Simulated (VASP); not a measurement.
# KCl in VASP: notebook

Runs on KCl. Level: r2SCAN. Tasks: single point.

Program: VASP 6.6.1. These are calculated values, not measurements. Logs are shortened: lines on timing, memory, paths and dates and some standing lists are left out, and cuts for length are marked.

## Step 1: The cell of the first run

Symmetry: I4/mmm, No. 139, tetragonal system. The conventional cell has a = 4.447 Å, b = 4.447 Å, c = 6.574 Å, α = 90.00°, β = 90.00°, γ = 90.00°. Within 4.1 Å of K (site symmetry 4/mmm) lie 6 Cl at 3.14 to 3.29 Å. Within 4.1 Å of Cl (site symmetry 4/mmm) lie 6 K at 3.14 to 3.29 Å.

## Step 2: Single point, r2SCAN (uniaxial z strain +4.5%)

POSCAR

```
KCl
1.0
    0.0000000000      3.1448483221      3.2869954663
    3.1448483221      0.0000000000      3.2869954663
    3.1448483221      3.1448483221      0.0000000000
K Cl
1 1
Direct
    0.0000000000      0.0000000000      0.0000000000
    0.5000000000      0.5000000000      0.5000000000
```

INCAR.step1

```
PREC     = Accurate       # precision mode
ENCUT    = 520            # plane-wave cutoff, eV
ISMEAR   = 0              # smearing method
SIGMA    = 0.01           # smearing width, eV
LREAL    = False          # projectors in reciprocal space
LASPH    = True           # aspherical terms in the spheres
NELM     = 80             # most SCF steps
NBANDS   = 15             # bands
GGA      = PE             # functional
ALGO     = Normal         # electronic algorithm
EDIFF    = 1E-4           # SCF threshold, eV
LWAVE    = True           # write WAVECAR
LCHARG   = False          # write CHGCAR
```

INCAR.step2

```
PREC     = Accurate       # precision mode
ENCUT    = 520            # plane-wave cutoff, eV
EDIFF    = 1E-6           # SCF threshold, eV
ISMEAR   = 0              # smearing method
SIGMA    = 0.01           # smearing width, eV
LREAL    = False          # projectors in reciprocal space
LASPH    = True           # aspherical terms in the spheres
NELM     = 80             # most SCF steps
ALGO     = Normal         # electronic algorithm
ISIF     = 2              # what is computed and relaxed
LWAVE    = False          # write WAVECAR
LCHARG   = False          # write CHGCAR
METAGGA  = R2SCAN         # meta-GGA
LMIXTAU  = True         
NBANDS   = 15             # bands
ISTART   = 1
```

KPOINTS

```
Automatic mesh
0
Gamma
  8 8 8
```

Potentials or basis: VASP PAW PBE potentials, release 64 (K_sv, Cl).

The run is started by

```console
cat potpaw_PBE.64/K_sv/POTCAR potpaw_PBE.64/Cl/POTCAR > POTCAR
cp INCAR.step1 INCAR
mpirun -np 1 vasp_std > vasp.out
cp INCAR.step2 INCAR
mpirun -np 1 vasp_std > vasp.out
```

OUTCAR:

```text
PREC = Accurate
   ENCUT = 520
   EDIFF = 1E-6
   ISMEAR = 0
   LREAL = False
   LASPH = True
   NELM = 80
   ISIF = 2
   METAGGA = R2SCAN
   ISTART = 1

 ion  position               nearest neighbor table
   1  0.000  0.000  0.000-   2 3.14   2 3.14   2 3.14   2 3.14
   2  0.500  0.500  0.500-   1 3.14   1 3.14   1 3.14   1 3.14

  LATTYP: Found a body centered tetragonal cell.
 ALAT       =     4.4474871487
 C/A-ratio  =     1.4781360154

  Lattice vectors:

 A1 = (  -3.1448483221,   0.0000000000,   3.2869954663)
 A2 = (   3.1448483221,   0.0000000000,   3.2869954663)
 A3 = (   0.0000000000,   3.1448483221,  -3.2869954663)

Analysis of symmetry for initial positions (statically):
=====================================================================
 Subroutine PRICEL returns:
 Original cell was already a primitive cell.

 Routine SETGRP: Setting up the symmetry group for a
 body centered tetragonal supercell.

 Subroutine GETGRP returns: Found 16 space group operations
 (whereof 16 operations were pure point group operations)
 out of a pool of 16 trial point group operations.

The static configuration has the point symmetry D_4h.

Analysis of symmetry for dynamics (positions and initial velocities):
=====================================================================
 Subroutine PRICEL returns:
 Original cell was already a primitive cell.

 Routine SETGRP: Setting up the symmetry group for a
 body centered tetragonal supercell.

 Subroutine GETGRP returns: Found 16 space group operations
 (whereof 16 operations were pure point group operations)
 out of a pool of 16 trial point group operations.

The dynamic configuration has the point symmetry D_4h.

 Subroutine INISYM returns: Found 16 space group operations
 (whereof 16 operations are pure point group operations),
 and found     1 'primitive' translations

----------------------------------------------------------------------------------------

                                     Primitive cell

  volume of cell :      65.0172

  direct lattice vectors                    reciprocal lattice vectors
     0.000000000  3.144848322  3.286995466    -0.158990180  0.158990180  0.152114600
     3.144848322  0.000000000  3.286995466     0.158990180 -0.158990180  0.152114600
     3.144848322  3.144848322  0.000000000     0.158990180  0.158990180 -0.152114600

  length of vectors
     4.549110920  4.549110920  4.447487149     0.271467504  0.271467504  0.271467504

  position of ions in fractional coordinates (direct lattice)
     0.000000000  0.000000000  0.000000000
     0.500000000  0.500000000  0.500000000

  ion indices of the primitive-cell ions
   primitive index   ion index
                 1           1
                 2           2

----------------------------------------------------------------------------------------

 KPOINTS: Automatic mesh

Automatic generation of k-mesh.
 Grid dimensions read from file:
 generate k-points for:    8    8    8

 Generating k-lattice:

  Cartesian coordinates                     Fractional coordinates (reciprocal lattice)
    -0.019873772  0.019873772  0.019014325     0.125000000  0.000000000  0.000000000
     0.019873772 -0.019873772  0.019014325     0.000000000  0.125000000  0.000000000
     0.019873772  0.019873772 -0.019014325    -0.000000000 -0.000000000  0.125000000

  Length of vectors
     0.033933438  0.033933438  0.033933438

  Shift w.r.t. Gamma in fractional coordinates (k-lattice)
     0.000000000  0.000000000  0.000000000

 Subroutine IBZKPT returns following result:
 ===========================================

 Found     59 irreducible k-points:

 Following reciprocal coordinates:
            Coordinates               Weight
  0.000000  0.000000  0.000000      1.000000
  0.125000  0.000000  0.000000      8.000000
  0.250000  0.000000  0.000000      8.000000
  0.375000  0.000000  0.000000      8.000000
  0.500000  0.000000  0.000000      4.000000
  0.125000  0.125000  0.000000      2.000000
[... 16 lines left out ...]
  0.250000  0.000000  0.125000     16.000000
  0.375000 -0.000000  0.125000     16.000000
 [... further k-points ...]
   k-points           NKPTS =     59   k-points in BZ     NKDIM =     59   number of bands    NBANDS=     15
   number of dos      NEDOS =    301   number of ions     NIONS =      2
   total plane-waves  NPLWV =  46656
   dimension x,y,z NGX =    36 NGY =   36 NGZ =   36
   dimension x,y,z NGXF=    72 NGYF=   72 NGZF=   72
   ions per type =               1   1
   NGX,Y,Z   is equivalent  to a cutoff of  13.16, 13.16, 13.46 a.u.
   NGXF,Y,Z  is equivalent  to a cutoff of  26.31, 26.31, 26.91 a.u.
 SYSTEM =  unknown system
   PREC   = accura    normal or accurate (medium, high low for compatibility)
   ISTART =      1    job   : 0-new  1-cont  2-samecut
   ICHARG =      0    charge: 1-file 2-atom 10-const
   ISPIN  =      1    spin polarized calculation?
   LNONCOLLINEAR =      F non collinear calculations
   LSORBIT =      F    spin-orbit coupling
   LASPH  =      T    aspherical Exc in radial PAW
   ENCUT  =  520.0 eV  38.22 Ry    6.18 a.u.   8.46  8.46  8.27*2*pi/ulx,y,z
   NELM   =     80;   NELMIN=  2; NELMDL=  0     # of ELM steps
   EDIFF  = 0.1E-05   stopping-criterion for ELM
   LREAL  =      F    real-space projection
   EDIFFG = 0.1E-04   stopping-criterion for IOM
   NSW    =      0    number of steps for IOM
   IBRION =     -1    ionic relax: 0-MD 1-quasi-New 2-CG
   NFREE  =      0    steps in history (QN), initial steepest desc. (CG)
   ISIF   =      2    stress and relaxation
   ISYM   =      2    0-nonsym 1-usesym 2-fastsym
   POTIM  = 0.5000    time-step for ionic-motion
   TEBEG  =    0.0;   TEEND  =   0.0 temperature during run
   PSTRESS=    0.0 pullay stress
   NELECT =      16.0000    total number of electrons
   NUPDOWN=      -1.0000    fix difference up-down
   EMIN   =  10.00;   EMAX   =-10.00  energy-range for DOS
   EFERMI =   0.00;   METHOD = LEGACY
   ISMEAR =     0;   SIGMA  =   0.01  broadening in eV -4-tet -1-fermi 0-gaus
   EFERMI_NEDOS =   21; number of points for ismear=-14 and -15
   IALGO  =     38    algorithm
   IMIX   =      4    mixing-type and parameters
     AMIX     =   0.40;   BMIX     =  1.00
     AMIX_MAG =   1.60;   BMIX_MAG =  1.00
  volume/ion in A,a.u.               =      32.51       219.38
  Fermi-wavevector in a.u.,A,eV,Ry     =   1.025901  1.938671 14.319754  1.052472
  Thomas-Fermi vector in A             =   2.159765
   LORBIT       =      0    0 simple, 1 ext, 2 COOP (PROOUT), +10 PAW based schemes
   METAGGA = R2SCAN    functional components
   LHFCALC =     F    Hartree Fock is set to
   AEXX    =    0.0000 exact exchange contribution
   IVDW    =     0    specifies the selected vdW correction
   LEPSILON=     F    determine dielectric tensor
   LRPA    =     F    only Hartree local field effects (RPA)
 non-spin polarized calculation
 Gauss-broadening in eV      SIGMA  =   0.01
  energy-cutoff  :      520.00
  volume of cell :       65.02
 maximum number of plane-waves:      1781
 NGX is ok and might be reduce to    36
   NGX = 17   NGY = 17   NGZ = 17

 number of electron      15.9999999 magnetization

 Free energy of the ion-electron system (eV)
  ---------------------------------------------------
  ext. energy  EPLUGINS =         0.00000000
  ---------------------------------------------------
  free energy    TOTEN  =       -16.49258573 eV

  energy without entropy =      -16.49258573  energy(sigma->0) =      -16.49258573

 E-fermi :  -2.3288     XC(G=0):  -7.7604

 val. band max:       -2.4185368363   @ k =   0.0000   0.0000   0.0000
 cond. band min:       3.2491108584   @ k =   0.0000   0.0000   0.0000
 fundamental gap:      5.6676476947
 Fermi energy:        -2.3287806599

 k-point     1 :       0.0000    0.0000    0.0000
  band No.  band energies     occupation
      1     -30.7974      2.00000
      2     -15.0522      2.00000
      3     -13.4961      2.00000
      4     -13.4847      2.00000
      5     -13.4847      2.00000
      6      -2.4418      2.00000
      7      -2.4185      2.00000
      8      -2.4185      2.00000
      9       3.2491      0.00000
     10       6.4101      0.00000
     11       6.6831      0.00000
     12       6.6831      0.00000
     13       7.5111      0.00000
     14       7.7125      0.00000
     15      10.7928      0.00000

 k-point     2 :       0.1250    0.0000    0.0000
  band No.  band energies     occupation
      1     -30.7962      2.00000
      2     -15.0767      2.00000
      3     -13.4965      2.00000
      4     -13.4850      2.00000
      5     -13.4537      2.00000
      6      -2.5978      2.00000
      7      -2.4783      2.00000
      8      -2.4646      2.00000
      9       3.6065      0.00000
     10       6.4052      0.00000
     11       6.7322      0.00000
     12       6.8736      0.00000
     13       7.7126      0.00000
     14       7.9240      0.00000
     15      11.4087      0.00000

 k-point     3 :       0.2500    0.0000    0.0000
  band No.  band energies     occupation
      1     -30.7933      2.00000
      2     -15.1324      2.00000
      3     -13.5012      2.00000
      4     -13.4854      2.00000
      5     -13.3785      2.00000
      6      -2.9633      2.00000
      7      -2.5815      2.00000
      8      -2.5722      2.00000
      9       4.4613      0.00000
     10       6.2780      0.00000
     11       7.2697      0.00000
     12       7.4173      0.00000
     13       8.2673      0.00000
     14       8.5087      0.00000
     15      11.7112      0.00000
[... 343 lines left out ...]
 k-point    23 :       0.2500    0.0000    0.1250
  band No.  band energies     occupation
      1     -30.7933      2.00000
      2     -15.1173      2.00000
      3     -13.5075      2.00000
      4     -13.4963      2.00000
      5     -13.3858      2.00000
      6      -2.9272      2.00000
      7      -2.5629      2.00000
      8      -2.5428      2.00000
      9       4.3519      0.00000
     10       5.9138      0.00000
     11       7.3779      0.00000
     12       7.5970      0.00000
     13       8.0097      0.00000
     14       8.6405      0.00000
     15      11.9406      0.00000

 k-point    24 :       0.3750   -0.0000    0.1250
  band No.  band energies     occupation
      1     -30.7904      2.00000
      2     -15.1534      2.00000
      3     -13.5122      2.00000
      4     -13.4962      2.00000
      5     -13.3410      2.00000
      6      -3.1830      2.00000
      7      -2.6839      2.00000
      8      -2.6417      2.00000
      9       5.2031      0.00000
     10       6.0128      0.00000
     11       8.0499      0.00000
     12       8.3518      0.00000
     13       8.6115      0.00000
     14       9.1260      0.00000
     15      10.8032      0.00000

 [... further k-points ...]

------------------------ aborting loop because EDIFF is reached ----------------------------------------

  FORCE on cell =-STRESS in cart. coord.  units (eV):
  Direction    XX          YY          ZZ          XY          YZ          ZX
  --------------------------------------------------------------------------------------
  -------------------------------------------------------------------------------------
  Total       -0.0965362     -0.0965362     -0.6237902      0.0000000     -0.0000000      0.0000000
  in kB       -2.3788791     -2.3788791    -15.3716536      0.0000000     -0.0000000      0.0000000
  external PRESSURE =      -6.7098039 kB  Pullay stress =       0.0000000 kB

 VOLUME and BASIS-vectors are now :
 -----------------------------------------------------------------------------
  energy-cutoff  :      520.00
  volume of cell :       65.02
      direct lattice vectors                 reciprocal lattice vectors
     0.000000000  3.144848322  3.286995466    -0.158990180  0.158990180  0.152114600
     3.144848322  0.000000000  3.286995466     0.158990180 -0.158990180  0.152114600
     3.144848322  3.144848322  0.000000000     0.158990180  0.158990180 -0.152114600

 POSITION                                       TOTAL-FORCE (eV/Angst)
 -----------------------------------------------------------------------------------
      0.00000      0.00000      0.00000        -0.000000      0.000000      0.000000
      3.14485      3.14485      3.28700         0.000000     -0.000000      0.000000
 -----------------------------------------------------------------------------------
    total drift:                                0.000000      0.000000      0.000000

  FREE ENERGIE OF THE ION-ELECTRON SYSTEM (eV)
  ---------------------------------------------------
  free  energy   TOTEN  =       -16.4925857314 eV

  energy  without entropy=      -16.4925857314  energy(sigma->0) =      -16.49258573
```

Run time: 2 min. Hardware: 1 thread of Intel Xeon 6975P-C (Granite Rapids), shared host; peak memory 0.24 GiB.

What came out:

| Property | Result |
| --- | --- |
| Free energy | -16.4926 eV |
| Pressure | -0.7 GPa |
| Band gap on the k mesh | 5.67 eV, direct |

Caveat: the cell differs from its parent crystal (uniaxial z strain +4.5%); the PAW data sets were made with another functional, which shifts forces and pressure a little.

## Step 3: Single point, r2SCAN (epitaxial 111 strain +1.8%)

POSCAR

```
KCl
1.0
   -0.0759486182      3.1251924888      3.1251924888
    3.1251924888     -0.0759486182      3.1251924888
    3.1251924888      3.1251924888     -0.0759486182
K Cl
1 1
Direct
    0.0000000000      0.0000000000      0.0000000000
    0.5000000000      0.5000000000      0.5000000000
```

INCAR.step1

```
PREC = Accurate ; ENCUT = 520
ISMEAR = 0 ; SIGMA = 0.01
LREAL = F ; LASPH = T
NELM = 60 ; NBANDS = 15
GGA = PE ; ALGO = Normal
EDIFF = 1E-4 ; LWAVE = T
LCHARG = F
```

INCAR.step2

```
PREC = Accurate ; ENCUT = 520
EDIFF = 1E-7 ; ISMEAR = 0
SIGMA = 0.01 ; LREAL = F
LASPH = T ; NELM = 60
ALGO = Normal ; ISIF = 2
LWAVE = F ; LCHARG = T
METAGGA = R2SCAN ; LMIXTAU = T
LELF = T ; LVHAR = T
NBANDS = 15 ; ISTART = 1
```

KPOINTS is that of step 2.

Potentials or basis: VASP PAW PBE potentials, release 64 (K_sv, Cl).

The run is started by

```console
cat potpaw_PBE.64/K_sv/POTCAR potpaw_PBE.64/Cl/POTCAR > POTCAR
cp INCAR.step1 INCAR
mpirun -np 1 vasp_std > vasp.out
cp INCAR.step2 INCAR
mpirun -np 1 vasp_std > vasp.out
```

OUTCAR:

```text
PREC = Accurate
   ENCUT = 520
   EDIFF = 1E-7
   ISMEAR = 0
   LREAL = F
   LASPH = T
   NELM = 60
   ISIF = 2
   METAGGA = R2SCAN
   ISTART = 1

 ion  position               nearest neighbor table
   1  0.000  0.000  0.000-   2 3.16   2 3.16   2 3.16   2 3.16   2 3.16   2 3.16
   2  0.500  0.500  0.500-   1 3.16   1 3.16   1 3.16   1 3.16   1 3.16   1 3.16

  LATTYP: Found a trigonal (rhomboedric) cell.
 ALAT       =     4.4203421108
 COS(alpha) =     0.4755575093

[... 620 lines left out ...]
 [... further k-points ...]

------------------------ aborting loop because EDIFF is reached ----------------------------------------

  FORCE on cell =-STRESS in cart. coord.  units (eV):
  Direction    XX          YY          ZZ          XY          YZ          ZX
  --------------------------------------------------------------------------------------
  -------------------------------------------------------------------------------------
  Total       -0.1286068     -0.1286068     -0.1286068      0.0580546      0.0580546      0.0580546
  in kB       -3.2566225     -3.2566225     -3.2566225      1.4700768      1.4700768      1.4700768
  external PRESSURE =      -3.2566225 kB  Pullay stress =       0.0000000 kB

 VOLUME and BASIS-vectors are now :
 -----------------------------------------------------------------------------
  energy-cutoff  :      520.00
  volume of cell :       63.27
      direct lattice vectors                 reciprocal lattice vectors
    -0.075948618  3.125192489  3.125192489    -0.154273035  0.158115569  0.158115569
     3.125192489 -0.075948618  3.125192489     0.158115569 -0.154273035  0.158115569
     3.125192489  3.125192489 -0.075948618     0.158115569  0.158115569 -0.154273035

 POSITION                                       TOTAL-FORCE (eV/Angst)
 -----------------------------------------------------------------------------------
      0.00000      0.00000      0.00000         0.000000      0.000000     -0.000000
      3.08722      3.08722      3.08722        -0.000000     -0.000000      0.000000
 -----------------------------------------------------------------------------------
    total drift:                                0.000000      0.000000      0.000000

  FREE ENERGIE OF THE ION-ELECTRON SYSTEM (eV)
  ---------------------------------------------------
  free  energy   TOTEN  =       -16.5037208106 eV

  energy  without entropy=      -16.5037208106  energy(sigma->0) =      -16.50372081
```

Wall time 2.3 min (1 thread of Intel Xeon 6975P-C (Granite Rapids), shared host); peak memory 0.25 GiB.

Results:

| Quantity | Value |
| --- | --- |
| Free energy | -16.5037 eV |
| Pressure | -0.3 GPa |
| Band gap on the k mesh | 5.72 eV, direct |

Stress tensor (GPa, compression positive):
```
-0.33  0.15  0.15
 0.15 -0.33  0.15
 0.15  0.15 -0.33
```

Caveat: the cell differs from its parent crystal (epitaxial 111 strain +1.8%); the PAW data sets were made with another functional, which shifts forces and pressure a little. A k mesh can miss the band edges.
